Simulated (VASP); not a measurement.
# TaF3 (R-3m) in VASP: notebook

The runs below take TaF3 through single point, with PBEsol.

All numbers are computed with VASP 6.6.1; they aren't measurements. Logs are shortened: lines on timing, memory, paths and dates and some standing lists are left out, and cuts for length are marked.

## Step 1: The cell of the first run

Symmetry: R-3m, No. 166, trigonal system. The conventional cell has a = 6.541 Å, b = 6.541 Å, c = 4.807 Å, α = 90.00°, β = 90.00°, γ = 120.00°. Within 2.7 Å of Ta (site symmetry -3m) lie 6 F at 2.05 Å. Within 2.7 Å of F (site symmetry 2/m) lie 2 Ta at 2.05 Å and 4 F at 2.48 Å.

## Step 2: Single point, PBEsol

The input, INCAR:

```
SYSTEM = TaF3
PREC = Accurate
ENCUT = 520
EDIFF = 1E-7
ISMEAR = 0
SIGMA = 0.15
LREAL = .FALSE.
LASPH = .TRUE.
NELM = 60
ALGO = Normal
ISIF = 2
LWAVE = .FALSE.
LCHARG = .FALSE.
GGA = PS
NBANDS = 24
```

The input, KPOINTS:

```
regular mesh
0
G
  14 14 14
  0 0 0
```

The input, POSCAR:

```
TaF3
1.0
    4.0086661794     -0.6167178738     -0.6167178738
   -0.6167178738      4.0086661794     -0.6167178738
   -0.6167178738     -0.6167178738      4.0086661794
Ta F
1 3
Direct
    0.0000000000      0.0000000000      0.0000000000
    0.5000000000      0.0000000000      0.0000000000
    0.0000000000      0.5000000000      0.0000000000
    0.0000000000      0.0000000000      0.5000000000
```

Potentials or basis: VASP PAW PBE potentials, release 64 (Ta_pv, F).

Run with:

```console
> cat potpaw_PBE.64/Ta_pv/POTCAR potpaw_PBE.64/F/POTCAR > POTCAR
> mpirun -np 1 vasp_std > vasp.out
```

OUTCAR:

```text
SYSTEM = TaF3
   PREC = Accurate
   ENCUT = 520
   EDIFF = 1E-7
   ISMEAR = 0
   LREAL = .FALSE.
   LASPH = .TRUE.
   NELM = 60
   ISIF = 2
   GGA = PS

 ion  position               nearest neighbor table
   1  0.000  0.000  0.000-   2 2.05   3 2.05   4 2.05   4 2.05   3 2.05   2 2.05
   2  0.500  0.000  0.000-   1 2.05   1 2.05
   3  0.000  0.500  0.000-   1 2.05   1 2.05
   4  0.000  0.000  0.500-   1 2.05   1 2.05

  LATTYP: Found a trigonal (rhomboedric) cell.
 ALAT       =     4.1024488308
 COS(alpha) =    -0.2711864407

  Lattice vectors:

 A1 = (   4.0086661794,  -0.6167178738,  -0.6167178738)
 A2 = (  -0.6167178738,   4.0086661794,  -0.6167178738)
 A3 = (  -0.6167178738,  -0.6167178738,   4.0086661794)

Analysis of symmetry for initial positions (statically):
=====================================================================
 Subroutine PRICEL returns:
 Original cell was already a primitive cell.

 Routine SETGRP: Setting up the symmetry group for a
 trigonal (rhombohedral) supercell.

 Subroutine GETGRP returns: Found 12 space group operations
 (whereof 12 operations were pure point group operations)
 out of a pool of 12 trial point group operations.

The static configuration has the point symmetry D_3d.

Analysis of symmetry for dynamics (positions and initial velocities):
=====================================================================
 Subroutine PRICEL returns:
 Original cell was already a primitive cell.

 Routine SETGRP: Setting up the symmetry group for a
 trigonal (rhombohedral) supercell.

 Subroutine GETGRP returns: Found 12 space group operations
 (whereof 12 operations were pure point group operations)
 out of a pool of 12 trial point group operations.

The dynamic configuration has the point symmetry D_3d.

 Subroutine INISYM returns: Found 12 space group operations
 (whereof 12 operations are pure point group operations),
 and found     1 'primitive' translations

----------------------------------------------------------------------------------------

                                     Primitive cell

  volume of cell :      59.3738

  direct lattice vectors                    reciprocal lattice vectors
     4.008666179 -0.616717874 -0.616717874     0.264242322  0.048044059  0.048044059
    -0.616717874  4.008666179 -0.616717874     0.048044059  0.264242322  0.048044059
    -0.616717874 -0.616717874  4.008666179     0.048044059  0.048044059  0.264242322

  length of vectors
     4.102448831  4.102448831  4.102448831     0.272837805  0.272837805  0.272837805

  position of ions in fractional coordinates (direct lattice)
     0.000000000  0.000000000  0.000000000
     0.500000000  0.000000000  0.000000000
     0.000000000  0.500000000  0.000000000
     0.000000000  0.000000000  0.500000000

  ion indices of the primitive-cell ions
   primitive index   ion index
                 1           1
                 2           2
                 3           3
                 4           4

----------------------------------------------------------------------------------------

 KPOINTS: regular mesh

Automatic generation of k-mesh.
 Grid dimensions read from file:
 generate k-points for:   14   14   14

 Generating k-lattice:

  Cartesian coordinates                     Fractional coordinates (reciprocal lattice)
     0.018874452  0.003431718  0.003431718     0.071428571 -0.000000000  0.000000000
     0.003431718  0.018874452  0.003431718    -0.000000000  0.071428571  0.000000000
     0.003431718  0.003431718  0.018874452     0.000000000  0.000000000  0.071428571

  Length of vectors
     0.019488415  0.019488415  0.019488415

  Shift w.r.t. Gamma in fractional coordinates (k-lattice)
     0.000000000  0.000000000  0.000000000

 Subroutine IBZKPT returns following result:
 ===========================================

 Found    288 irreducible k-points:

 Following reciprocal coordinates:
            Coordinates               Weight
  0.000000  0.000000  0.000000      1.000000
  0.071429 -0.000000 -0.000000      6.000000
  0.142857  0.000000  0.000000      6.000000
  0.214286 -0.000000  0.000000      6.000000
  0.285714 -0.000000 -0.000000      6.000000
  0.357143 -0.000000 -0.000000      6.000000
[... 16 lines left out ...]
  0.214286  0.142857 -0.000000     12.000000
  0.285714  0.142857  0.000000     12.000000
 [... further k-points ...]
   k-points           NKPTS =    288   k-points in BZ     NKDIM =    288   number of bands    NBANDS=     24
   number of dos      NEDOS =    301   number of ions     NIONS =      4
   total plane-waves  NPLWV =  32768
   dimension x,y,z NGX =    32 NGY =   32 NGZ =   32
   dimension x,y,z NGXF=    64 NGYF=   64 NGZF=   64
   ions per type =               1   3
   NGX,Y,Z   is equivalent  to a cutoff of  12.97, 12.97, 12.97 a.u.
   NGXF,Y,Z  is equivalent  to a cutoff of  25.94, 25.94, 25.94 a.u.
 SYSTEM =  TaF3
   PREC   = accura    normal or accurate (medium, high low for compatibility)
   ISTART =      0    job   : 0-new  1-cont  2-samecut
   ICHARG =      2    charge: 1-file 2-atom 10-const
   ISPIN  =      1    spin polarized calculation?
   LNONCOLLINEAR =      F non collinear calculations
   LSORBIT =      F    spin-orbit coupling
   LASPH  =      T    aspherical Exc in radial PAW
   ENCUT  =  520.0 eV  38.22 Ry    6.18 a.u.   7.63  7.63  7.63*2*pi/ulx,y,z
   NELM   =     60;   NELMIN=  2; NELMDL= -5     # of ELM steps
   EDIFF  = 0.1E-06   stopping-criterion for ELM
   LREAL  =      F    real-space projection
   EDIFFG = 0.1E-05   stopping-criterion for IOM
   NSW    =      0    number of steps for IOM
   IBRION =     -1    ionic relax: 0-MD 1-quasi-New 2-CG
   NFREE  =      0    steps in history (QN), initial steepest desc. (CG)
   ISIF   =      2    stress and relaxation
   ISYM   =      2    0-nonsym 1-usesym 2-fastsym
   POTIM  = 0.5000    time-step for ionic-motion
   TEBEG  =    0.0;   TEEND  =   0.0 temperature during run
   PSTRESS=    0.0 pullay stress
   NELECT =      32.0000    total number of electrons
   NUPDOWN=      -1.0000    fix difference up-down
   EMIN   =  10.00;   EMAX   =-10.00  energy-range for DOS
   EFERMI =   0.00;   METHOD = LEGACY
   ISMEAR =     0;   SIGMA  =   0.15  broadening in eV -4-tet -1-fermi 0-gaus
   EFERMI_NEDOS =   21; number of points for ismear=-14 and -15
   IALGO  =     38    algorithm
   IMIX   =      4    mixing-type and parameters
     AMIX     =   0.40;   BMIX     =  1.00
     AMIX_MAG =   1.60;   BMIX_MAG =  1.00
  volume/ion in A,a.u.               =      14.84       100.17
  Fermi-wavevector in a.u.,A,eV,Ry     =   1.332273  2.517631 24.149685  1.774952
  Thomas-Fermi vector in A             =   2.461221
   LORBIT       =      0    0 simple, 1 ext, 2 COOP (PROOUT), +10 PAW based schemes
   GGA     = PS    functional components
   LHFCALC =     F    Hartree Fock is set to
   AEXX    =    0.0000 exact exchange contribution
   IVDW    =     0    specifies the selected vdW correction
   LEPSILON=     F    determine dielectric tensor
   LRPA    =     F    only Hartree local field effects (RPA)
 non-spin polarized calculation
 Gauss-broadening in eV      SIGMA  =   0.15
  energy-cutoff  :      520.00
  volume of cell :       59.37
 maximum number of plane-waves:      1618
   NGX = 15   NGY = 15   NGZ = 15

 number of electron      31.9999993 magnetization

 Free energy of the ion-electron system (eV)
  ---------------------------------------------------
  ext. energy  EPLUGINS =         0.00000000
  ---------------------------------------------------
  free energy    TOTEN  =       -27.80989564 eV

  energy without entropy =      -27.77710829  energy(sigma->0) =      -27.79350196

 E-fermi :   3.2660     XC(G=0):  -9.6678

 val. band max:        3.2650647293   @ k =  -0.4286  -0.4286   0.0714
 cond. band min:       3.2680167993   @ k =   0.3571   0.3571   0.1429
 fundamental gap:      0.0029520700
 Fermi energy:         3.2660096341

 k-point     1 :       0.0000    0.0000    0.0000
  band No.  band energies     occupation
      1     -33.8303      2.00000
      2     -33.8303      2.00000
      3     -33.3022      2.00000
      4     -23.8246      2.00000
      5     -23.0543      2.00000
      6     -23.0543      2.00000
[... 16 lines left out ...]
     23      13.6962      0.00000
     24      13.9999      0.00000

 k-point     2 :       0.0714   -0.0000   -0.0000
  band No.  band energies     occupation
      1     -33.8365      2.00000
      2     -33.8302      2.00000
      3     -33.3034      2.00000
      4     -23.8063      2.00000
      5     -23.0552      2.00000
      6     -23.0411      2.00000
[... 16 lines left out ...]
     23      13.7086      0.00000
     24      13.8913      0.00000

 k-point     3 :       0.1429    0.0000    0.0000
  band No.  band energies     occupation
      1     -33.8540      2.00000
      2     -33.8300      2.00000
      3     -33.3066      2.00000
      4     -23.7580      2.00000
      5     -23.0570      2.00000
      6     -22.9998      2.00000
[... 16 lines left out ...]
     23      13.3891      0.00000
     24      13.6155      0.00000

 k-point     4 :       0.2143   -0.0000    0.0000
  band No.  band energies     occupation
      1     -33.8793      2.00000
      2     -33.8296      2.00000
      3     -33.3107      2.00000
      4     -23.6959      2.00000
      5     -23.0598      2.00000
      6     -22.9305      2.00000
[... 16 lines left out ...]
     23      13.0861      0.00000
     24      13.2631      0.00000

 k-point     5 :       0.2857   -0.0000   -0.0000
  band No.  band energies     occupation
      1     -33.9074      2.00000
      2     -33.8291      2.00000
      3     -33.3149      2.00000
      4     -23.6377      2.00000
      5     -23.0628      2.00000
      6     -22.8400      2.00000
[... 451 lines left out ...]
 k-point    22 :       0.1429    0.1429   -0.0000
  band No.  band energies     occupation
      1     -33.8650      2.00000
      2     -33.8420      2.00000
      3     -33.3117      2.00000
      4     -23.6733      2.00000
      5     -23.0210      2.00000
      6     -23.0042      2.00000
[... 16 lines left out ...]
     23      12.5352      0.00000
     24      13.1086      0.00000

 k-point    23 :       0.2143    0.1429   -0.0000
  band No.  band energies     occupation
      1     -33.8867      2.00000
      2     -33.8450      2.00000
      3     -33.3161      2.00000
      4     -23.6044      2.00000
      5     -23.0186      2.00000
      6     -22.9467      2.00000
[... 16 lines left out ...]
     23      12.0376      0.00000
     24      12.8155      0.00000

 k-point    24 :       0.2857    0.1429    0.0000
  band No.  band energies     occupation
      1     -33.9136      2.00000
      2     -33.8455      2.00000
      3     -33.3203      2.00000
      4     -23.5453      2.00000
      5     -23.0216      2.00000
      6     -22.8564      2.00000
[... 16 lines left out ...]
     23      11.6664      0.00000
     24      12.5791      0.00000

 [... further k-points ...]

------------------------ aborting loop because EDIFF is reached ----------------------------------------

  FORCE on cell =-STRESS in cart. coord.  units (eV):
  Direction    XX          YY          ZZ          XY          YZ          ZX
  --------------------------------------------------------------------------------------
  -------------------------------------------------------------------------------------
  Total       -1.1724663     -1.1724663     -1.1724663      0.7311262      0.7311262      0.7311262
  in kB      -31.6385311    -31.6385311    -31.6385311     19.7291467     19.7291467     19.7291467
  external PRESSURE =     -31.6385311 kB  Pullay stress =       0.0000000 kB

 VOLUME and BASIS-vectors are now :
 -----------------------------------------------------------------------------
  energy-cutoff  :      520.00
  volume of cell :       59.37
      direct lattice vectors                 reciprocal lattice vectors
     4.008666179 -0.616717874 -0.616717874     0.264242322  0.048044059  0.048044059
    -0.616717874  4.008666179 -0.616717874     0.048044059  0.264242322  0.048044059
    -0.616717874 -0.616717874  4.008666179     0.048044059  0.048044059  0.264242322

 POSITION                                       TOTAL-FORCE (eV/Angst)
 -----------------------------------------------------------------------------------
      0.00000      0.00000      0.00000        -0.000000     -0.000000     -0.000000
      2.00433     -0.30836     -0.30836         0.000000      0.000000     -0.000000
     -0.30836      2.00433     -0.30836        -0.000000      0.000000     -0.000000
     -0.30836     -0.30836      2.00433         0.000000     -0.000000      0.000000
 -----------------------------------------------------------------------------------
    total drift:                                0.000000      0.000000     -0.000000

  FREE ENERGIE OF THE ION-ELECTRON SYSTEM (eV)
  ---------------------------------------------------
  free  energy   TOTEN  =       -27.8098956396 eV

  energy  without entropy=      -27.7771082864  energy(sigma->0) =      -27.79350196
```

Run time: 11 min. Hardware: 1 thread of AMD EPYC 7R13, shared host; peak memory 0.41 GiB.

What came out:

| Property | Result |
| --- | --- |
| Free energy | -27.8099 eV |
| Pressure | -3.2 GPa |
| Band gap on the k mesh | zero (band 16 reaches 4.34 eV, above the bottom of band 17 at 2.37 eV) |

Stress tensor (GPa, compression positive):
```
-3.16  1.97  1.97
 1.97 -3.16  1.97
 1.97  1.97 -3.16
```

Levels at points of the mesh, in eV from the Fermi level:
```tsv
k point	band 14	band 15	band 16	band 17	band 18	band 19
(0.00, 0.00, 0.00)	-6.12	-6.12	-1.58	-0.90	-0.90	1.86
(0.50, 0.00, 0.00)	-7.09	-6.31	-0.61	0.35	0.73	2.05
(0.50, 0.50, 0.00)	-7.48	-6.17	-0.18	0.95	1.14	2.63
(0.50, 0.50, 0.50)	-6.28	-6.04	1.08	1.56	1.56	3.92
```

Caveat: the PAW data sets were made with another functional, which shifts forces and pressure a little; spin-orbit coupling is left out, which moves the levels of the heavy elements.

## Step 3: Single point, PBEsol

This run uses another cell than the first one, of the same volume but with other edges.

The input, INCAR:

```
SYSTEM = TaF3
  PREC = Accurate
  ENCUT = 520
  EDIFF = 1E-6
  ISMEAR = 0
  SIGMA = 0.15
  LREAL = .False.
  LASPH = .True.
  NELM = 80
  ALGO = Normal
  ISIF = 2
  LWAVE = .False.
  LCHARG = .False.
  GGA = PS
  NBANDS = 24
```

The input, KPOINTS:

```
Automatic mesh
0
Gamma
  14 14 14
  0 0 0
```

The input, POSCAR:

```
TaF3
1.0
    3.9124504069     -0.2059184425     -0.2059184425
   -0.2059184425      3.9124504069     -0.2059184425
   -0.2059184425     -0.2059184425      3.9124504069
Ta F
1 3
Direct
    0.0000000000      0.0000000000      0.0000000000
    0.5000000000      0.0000000000      0.0000000000
    0.0000000000      0.5000000000      0.0000000000
    0.0000000000      0.0000000000      0.5000000000
```

Potentials or basis: VASP PAW PBE potentials, release 64 (Ta_pv, F).

Run with:

```console
> cat potpaw_PBE.64/Ta_pv/POTCAR potpaw_PBE.64/F/POTCAR > POTCAR
> mpirun -np 1 vasp_std > vasp.out
```

OUTCAR:

```text
SYSTEM = TaF3
   PREC = Accurate
   ENCUT = 520
   EDIFF = 1E-6
   ISMEAR = 0
   LREAL = .False.
   LASPH = .True.
   NELM = 80
   ISIF = 2
   GGA = PS

 ion  position               nearest neighbor table
   1  0.000  0.000  0.000-   2 1.96   3 1.96   4 1.96   4 1.96   3 1.96   2 1.96
   2  0.500  0.000  0.000-   1 1.96   1 1.96
   3  0.000  0.500  0.000-   1 1.96   1 1.96
   4  0.000  0.000  0.500-   1 1.96   1 1.96

  LATTYP: Found a trigonal (rhomboedric) cell.
 ALAT       =     3.9232732503
 COS(alpha) =    -0.1019283747

  Lattice vectors:

 A1 = (   3.9124504069,  -0.2059184425,  -0.2059184425)
 A2 = (  -0.2059184425,   3.9124504069,  -0.2059184425)
 A3 = (  -0.2059184425,  -0.2059184425,   3.9124504069)

Analysis of symmetry for initial positions (statically):
=====================================================================
 Subroutine PRICEL returns:
 Original cell was already a primitive cell.

 Routine SETGRP: Setting up the symmetry group for a
 trigonal (rhombohedral) supercell.

 Subroutine GETGRP returns: Found 12 space group operations
 (whereof 12 operations were pure point group operations)
[... 170 lines left out ...]

 val. band max:        4.5202232353   @ k =  -0.2857   0.3571   0.1429
 cond. band min:       4.5231218577   @ k =  -0.2143   0.2143   0.2143
 fundamental gap:      0.0028986225
 Fermi energy:         4.5211017285

 k-point     1 :       0.0000    0.0000    0.0000
  band No.  band energies     occupation
      1     -32.5634      2.00000
      2     -32.5634      2.00000
      3     -32.3112      2.00000
      4     -24.1508      2.00000
      5     -23.7425      2.00000
      6     -23.7425      2.00000
[... 637 lines left out ...]
     23      12.1020      0.00000
     24      13.6613      0.00000

 [... further k-points ...]

------------------------ aborting loop because EDIFF is reached ----------------------------------------

  FORCE on cell =-STRESS in cart. coord.  units (eV):
  Direction    XX          YY          ZZ          XY          YZ          ZX
  --------------------------------------------------------------------------------------
  -------------------------------------------------------------------------------------
  Total        6.3034362      6.3034362      6.3034362     -0.9430638     -0.9430638     -0.9430638
  in kB      170.0956840    170.0956840    170.0956840    -25.4481959    -25.4481959    -25.4481959
  external PRESSURE =     170.0956840 kB  Pullay stress =       0.0000000 kB

 VOLUME and BASIS-vectors are now :
 -----------------------------------------------------------------------------
  energy-cutoff  :      520.00
  volume of cell :       59.37
      direct lattice vectors                 reciprocal lattice vectors
     3.912450407 -0.205918442 -0.205918442     0.257097790  0.014283211  0.014283211
    -0.205918442  3.912450407 -0.205918442     0.014283211  0.257097790  0.014283211
    -0.205918442 -0.205918442  3.912450407     0.014283211  0.014283211  0.257097790

 POSITION                                       TOTAL-FORCE (eV/Angst)
 -----------------------------------------------------------------------------------
      0.00000      0.00000      0.00000        -0.000000      0.000000     -0.000000
      1.95623     -0.10296     -0.10296        -0.000000     -0.000000     -0.000000
     -0.10296      1.95623     -0.10296         0.000000      0.000000      0.000000
     -0.10296     -0.10296      1.95623        -0.000000      0.000000     -0.000000
 -----------------------------------------------------------------------------------
    total drift:                               -0.000000     -0.000000      0.000000

  FREE ENERGIE OF THE ION-ELECTRON SYSTEM (eV)
  ---------------------------------------------------
  free  energy   TOTEN  =       -27.6009131883 eV

  energy  without entropy=      -27.5753971965  energy(sigma->0) =      -27.58815519
```

Run time: 11 min. Hardware: 1 thread of AMD EPYC 7R13, shared host; peak memory 0.41 GiB.

Results:

| Quantity | Value |
| --- | --- |
| Free energy | -27.6009 eV |
| Pressure | 17.0 GPa |
| Band gap on the k mesh | zero (band 16 reaches 6.06 eV, above the bottom of band 17 at 3.27 eV) |

Stress tensor (GPa, compression positive):
```
17.01 -2.54 -2.54
-2.54 17.01 -2.54
-2.54 -2.54 17.01
```

Caveat: the PAW data sets were made with another functional, which shifts forces and pressure a little; spin-orbit coupling is left out, which moves the levels of the heavy elements.
